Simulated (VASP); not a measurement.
# Zn3GeN (Pm-3m) in VASP: notebook, part 2 of 2

VASP 6.6.1.

### 5 Relaxation of cell and atoms, PBE

This run uses another cell than the first one, of 17.09 Å³/atom.

Input file INCAR:

```
PREC = Accurate ; ENCUT = 600
EDIFF = 1E-7 ; ISMEAR = 0
SIGMA = 0.1 ; LREAL = False
LASPH = True ; NELM = 100
ALGO = Fast ; ISIF = 3
LWAVE = False ; LCHARG = False
GGA = PE ; IBRION = 2
NSW = 90 ; EDIFFG = -0.04
```

Input file KPOINTS:

```
Automatic mesh
0
Gamma
  4 4 4
```

Input file POSCAR:

```
Zn3GeN
1.0
    4.4045886200      0.0000000000      0.0000000000
    0.0000000000      4.4045886200      0.0000000000
    0.0000000000      0.0000000000      4.4045886200
Zn Ge N
3 1 1
Direct
    0.5000000000      0.5000000000      0.0000000000
    0.5000000000      0.0000000000      0.5000000000
    0.0000000000      0.5000000000      0.5000000000
    0.0000000000      0.0000000000      0.0000000000
    0.5000000000      0.5000000000      0.5000000000
```

Command:

```sh
> cat potpaw_PBE.64/Zn/POTCAR potpaw_PBE.64/Ge_d/POTCAR potpaw_PBE.64/N/POTCAR > POTCAR
> mpirun -np 1 vasp_std > vasp.out
```

Wall time 86 s (1 thread of Oxide Virtual Turin-like, shared host); peak memory 0.19 GiB.

Results (log left out):

* Free energy: -14.0969 eV
* Relaxed volume: 14.82 Å³/atom
* Relaxed cell: a = 4.200 Å, b = 4.200 Å, c = 4.200 Å, α = 90.00°, β = 90.00°, γ = 90.00°
* Space group after relaxing (to 0.1 Å): Pm-3m (No. 221)
* Energy gained by relaxing: 74.2 meV/atom
* Ionic steps: 2
* Pressure after relaxing: -0.1 GPa
* Band gap on the k mesh: zero (an odd number of electrons rules out a gap without spin polarisation)

Step by step:
```csv
step,energy change (eV),largest force (eV/Å),pressure (GPa),volume (Å³)
1,0.0000,0.0000,-9.02,85.45
2,-0.3709,0.0000,-0.14,74.10
```

Final structure:
```cif
data_structure
_symmetry_space_group_name_H-M 'P 1'
_symmetry_Int_Tables_number 1
_cell_length_a 4.2001
_cell_length_b 4.2001
_cell_length_c 4.2001
_cell_angle_alpha 90.000
_cell_angle_beta 90.000
_cell_angle_gamma 90.000
_cell_volume 74.10
loop_
_atom_site_label
_atom_site_type_symbol
_atom_site_fract_x
_atom_site_fract_y
_atom_site_fract_z
_atom_site_occupancy
Zn1 Zn 0.50000 0.50000 0.00000 1
Zn2 Zn 0.50000 0.00000 0.50000 1
Zn3 Zn 0.00000 0.50000 0.50000 1
Ge1 Ge 0.00000 0.00000 0.00000 1
N1 N 0.50000 0.50000 0.50000 1
```

Levels at points of the mesh, in eV from the Fermi level:
| k point | band 26 | band 27 | band 28 | band 29 | band 30 | band 31 |
| --- | --- | --- | --- | --- | --- | --- |
| (0.00, 0.00, 0.00) | -0.05 | -0.05 | -0.01 | -0.01 | -0.01 | 0.49 |
| (0.50, 0.00, 0.00) | -3.78 | -0.16 | -0.16 | 1.18 | 2.59 | 3.51 |
| (0.50, 0.50, 0.00) | -1.09 | -0.35 | -0.35 | 1.25 | 1.79 | 3.36 |
| (0.50, 0.50, 0.50) | -3.76 | -3.76 | -3.76 | 3.34 | 3.37 | 3.37 |

### 6 Single point, PBE

This run uses another cell than the first one, of 14.71 Å³/atom.

Input file INCAR:

```
PREC = Accurate
ENCUT = 520
EDIFF = 1E-6
ISMEAR = 0
SIGMA = 0.1
LREAL = False
LASPH = True
NELM = 60
ALGO = Fast
ISIF = 2
LWAVE = False
LCHARG = False
GGA = PE
NBANDS = 36
```

Input file KPOINTS:

```
Automatic mesh
0
Gamma
  10 10 10
```

POSCAR, as its differences from that of step 5:

```diff
@@ -2,5 +2,5 @@
 1.0
-    4.4045886200      0.0000000000      0.0000000000
-    0.0000000000      4.4045886200      0.0000000000
-    0.0000000000      0.0000000000      4.4045886200
+    4.1893774930      0.0000000000      0.0000000000
+    0.0000000000      4.1893774930      0.0000000000
+    0.0000000000      0.0000000000      4.1893774930
 Zn Ge N
```

Potentials or basis: VASP PAW PBE potentials, release 64 (Zn, Ge_d, N).

Command:

```sh
> cat potpaw_PBE.64/Zn/POTCAR potpaw_PBE.64/Ge_d/POTCAR potpaw_PBE.64/N/POTCAR > POTCAR
> mpirun -np 1 vasp_std > vasp.out
```

OUTCAR:

```text
PREC = Accurate
   ENCUT = 520
   EDIFF = 1E-6
   ISMEAR = 0
   LREAL = False
   LASPH = True
   NELM = 60
   ISIF = 2
   GGA = PE

 ion  position               nearest neighbor table
   1  0.500  0.500  0.000-   5 2.09   5 2.09   4 2.96   2 2.96   2 2.96   3 2.96   3 2.96   2 2.96
                             4 2.96   2 2.96   3 2.96   4 2.96   3 2.96   4 2.96
   2  0.500  0.000  0.500-   5 2.09   5 2.09   4 2.96   1 2.96   1 2.96   4 2.96   1 2.96   3 2.96
                             3 2.96   1 2.96   3 2.96   4 2.96   4 2.96   3 2.96
   3  0.000  0.500  0.500-   5 2.09   5 2.09   4 2.96   1 2.96   1 2.96   4 2.96   2 2.96   4 2.96
                             4 2.96   1 2.96   2 2.96   2 2.96   1 2.96   2 2.96
   4  0.000  0.000  0.000-   1 2.96   2 2.96   3 2.96   2 2.96   3 2.96   1 2.96   3 2.96   3 2.96
                             1 2.96   2 2.96   2 2.96   1 2.96
   5  0.500  0.500  0.500-   1 2.09   2 2.09   3 2.09   1 2.09   2 2.09   3 2.09

  LATTYP: Found a simple cubic cell.
 ALAT       =     4.1893774930

  Lattice vectors:

 A1 = (   4.1893774930,   0.0000000000,   0.0000000000)
 A2 = (   0.0000000000,   4.1893774930,   0.0000000000)
 A3 = (   0.0000000000,   0.0000000000,   4.1893774930)

Analysis of symmetry for initial positions (statically):
[... 188 lines left out ...]
 k-point     1 :       0.0000    0.0000    0.0000
  band No.  band energies     occupation
      1     -20.1099      2.00000
      2     -20.1099      2.00000
      3     -20.1099      2.00000
      4     -20.1082      2.00000
      5     -20.1082      2.00000
      6     -11.7840      2.00000
[... 925 lines left out ...]
     35      10.4156      0.00000
     36      12.5259      0.00000

 [... further k-points ...]

------------------------ aborting loop because EDIFF is reached ----------------------------------------

  FORCE on cell =-STRESS in cart. coord.  units (eV):
  Direction    XX          YY          ZZ          XY          YZ          ZX
  --------------------------------------------------------------------------------------
  -------------------------------------------------------------------------------------
  Total        0.1821372      0.1821372      0.1821372      0.0000000      0.0000000     -0.0000000
  in kB        3.9688132      3.9688132      3.9688132      0.0000000      0.0000000     -0.0000000
  external PRESSURE =       3.9688132 kB  Pullay stress =       0.0000000 kB

 VOLUME and BASIS-vectors are now :
 -----------------------------------------------------------------------------
  energy-cutoff  :      520.00
  volume of cell :       73.53
      direct lattice vectors                 reciprocal lattice vectors
     4.189377493  0.000000000  0.000000000     0.238698948  0.000000000  0.000000000
     0.000000000  4.189377493  0.000000000     0.000000000  0.238698948  0.000000000
     0.000000000  0.000000000  4.189377493     0.000000000  0.000000000  0.238698948

 POSITION                                       TOTAL-FORCE (eV/Angst)
 -----------------------------------------------------------------------------------
      2.09469      2.09469      0.00000         0.000000      0.000000      0.000000
      2.09469      0.00000      2.09469         0.000000      0.000000      0.000000
      0.00000      2.09469      2.09469         0.000000      0.000000      0.000000
      0.00000      0.00000      0.00000         0.000000      0.000000      0.000000
      2.09469      2.09469      2.09469         0.000000      0.000000      0.000000
 -----------------------------------------------------------------------------------
    total drift:                                0.000000     -0.000000     -0.000000

  FREE ENERGIE OF THE ION-ELECTRON SYSTEM (eV)
  ---------------------------------------------------
  free  energy   TOTEN  =       -14.1928843083 eV

  energy  without entropy=      -14.1795193559  energy(sigma->0) =      -14.18620183
```

OSZICAR:

```text
N       E                     dE             d eps       ncg     rms          rms(c)
DAV:   1     0.438166483585E+03    0.43817E+03   -0.26032E+04  4504   0.312E+03
DAV:   2     0.512909874548E+02   -0.38688E+03   -0.37322E+03  4032   0.629E+02
DAV:   3    -0.134866639267E+02   -0.64778E+02   -0.63709E+02  4256   0.180E+02
DAV:   4    -0.167614628624E+02   -0.32748E+01   -0.32535E+01  4624   0.425E+01
DAV:   5    -0.168143841127E+02   -0.52921E-01   -0.52895E-01  4456   0.583E+00    0.121E+01
RMM:   6    -0.146568521466E+02    0.21575E+01   -0.90088E+00  5132   0.154E+01    0.884E+00
RMM:   7    -0.142382927460E+02    0.41856E+00   -0.85361E-01  5182   0.689E+00    0.455E+00
RMM:   8    -0.141970007691E+02    0.41292E-01   -0.10143E-01  5284   0.254E+00    0.107E+00
RMM:   9    -0.141934736143E+02    0.35272E-02   -0.21746E-02  5320   0.917E-01    0.229E-01
RMM:  10    -0.141928757470E+02    0.59787E-03   -0.25920E-03  5381   0.384E-01    0.778E-02
RMM:  11    -0.141928784649E+02   -0.27179E-05   -0.77164E-04  5622   0.185E-01    0.351E-02
RMM:  12    -0.141928842481E+02   -0.57832E-05   -0.18114E-04  5384   0.926E-02    0.132E-02
RMM:  13    -0.141928839631E+02    0.28497E-06   -0.34659E-05  5244   0.472E-02    0.507E-03
RMM:  14    -0.141928843083E+02   -0.34521E-06   -0.79145E-06  4623   0.183E-02
   1 F= -.14192884E+02 E0= -.14186202E+02  d E =-.133650E-01
```

It took 2.5 min on 1 thread of Oxide Virtual Turin-like, shared host; peak memory 0.23 GiB.

Results:

```
Free energy            : -14.1929 eV
Pressure               : 0.4 GPa
Band gap on the k mesh : zero (an odd number of electrons rules out a gap without spin polarisation)
```

### 7 Relaxation of cell and atoms, PBE

Input file INCAR:

```
PREC     = Accurate       # precision mode
ENCUT    = 600            # plane-wave cutoff, eV
EDIFF    = 1E-6           # SCF threshold, eV
ISMEAR   = 0              # smearing method
SIGMA    = 0.1            # smearing width, eV
LREAL    = F              # projectors in reciprocal space
LASPH    = T              # aspherical terms in the spheres
NELM     = 60             # most SCF steps
ALGO     = Fast           # electronic algorithm
ISIF     = 3              # what is computed and relaxed
LWAVE    = F              # write WAVECAR
LCHARG   = F              # write CHGCAR
GGA      = PE             # functional
IBRION   = 2              # ionic algorithm
NSW      = 100            # ionic steps
EDIFFG   = -0.01          # ionic threshold
```

KPOINTS is that of step 6.

POSCAR, as its differences from that of step 6:

```diff
@@ -2,5 +2,5 @@
 1.0
-    4.1893774930      0.0000000000      0.0000000000
-    0.0000000000      4.1893774930      0.0000000000
-    0.0000000000      0.0000000000      4.1893774930
+    4.1947155745      0.0000000000      0.0000000000
+    0.0000000000      4.1947155745      0.0000000000
+    0.0000000000      0.0000000000      4.1947155745
 Zn Ge N
```

Command:

```sh
> cat potpaw_PBE.64/Zn/POTCAR potpaw_PBE.64/Ge_d/POTCAR potpaw_PBE.64/N/POTCAR > POTCAR
> mpirun -np 1 vasp_std > vasp.out
```

It took 4.2 min on 1 thread of Oxide Virtual Turin-like, shared host; peak memory 0.28 GiB.

Results (log left out):

```yaml
Free_energy: -14.1947 eV
Pressure_after_relaxing: -0.1 GPa
Band_gap_on_the_k_mesh: zero (an odd number of electrons rules out a gap without spin polarisation)
```

Final structure:
```
Zn Ge N
1.0
     4.19472    0.00000    0.00000
     0.00000    4.19472    0.00000
     0.00000    0.00000    4.19472
Zn Ge N
3 1 1
Cartesian
  2.0974 2.0974 0.0000
  2.0974 0.0000 2.0974
  0.0000 2.0974 2.0974
  0.0000 0.0000 0.0000
  2.0974 2.0974 2.0974
```

Levels at points of the mesh, in eV from the Fermi level:
```tsv
k point	band 24	band 25	band 26	band 27	band 28	band 29	band 30	band 31
(0.00, 0.00, 0.00)	-5.05	-5.05	0.04	0.04	0.05	0.05	0.05	0.58
(0.50, 0.00, 0.00)	-4.09	-3.90	-3.73	-0.09	-0.09	1.27	2.64	3.58
(0.50, 0.50, 0.00)	-5.87	-3.49	-1.01	-0.31	-0.31	1.33	1.87	3.43
(0.50, 0.50, 0.50)	-4.46	-4.46	-3.70	-3.70	-3.70	3.39	3.39	3.39
```

Caveat: the relaxation stopped at its first step, so nothing moved.

### 8 Overview

| task | cell | k mesh | cutoff (eV) | gap on the mesh (eV) | pressure (GPa) |
| --- | --- | --- | --- | --- | --- |
| relaxation of cell and atoms | relaxed from a = 4.195 Å, 5 atoms | 10 × 10 × 10 | 600 | none | -0.1 |
| single point | a = 4.195 Å, 5 atoms | 4 × 4 × 4 | 520 | none | 0.3 |
| single point | a = 4.405 Å, 5 atoms | 4 × 4 × 4 | 520 | none | -9.0 |
| relaxation of cell and atoms | relaxed from a = 4.405 Å, 5 atoms | 4 × 4 × 4 | 600 | none | -0.1 |
| single point | a = 4.189 Å, 5 atoms | 10 × 10 × 10 | 520 | none | 0.4 |

Alike in all rows: level PBE; potentials or basis VASP PAW PBE potentials, release 64 (Zn, Ge_d, N); no spin polarisation; smearing gaussian 0.1 eV.

Caveats: some runs use coarse meshes; the relaxation stopped at its first step, so nothing moved (at least some runs); the cell stands under tension (at least some runs).

Total energies depend on the potentials used, so only differences within one code and one set of settings carry meaning.
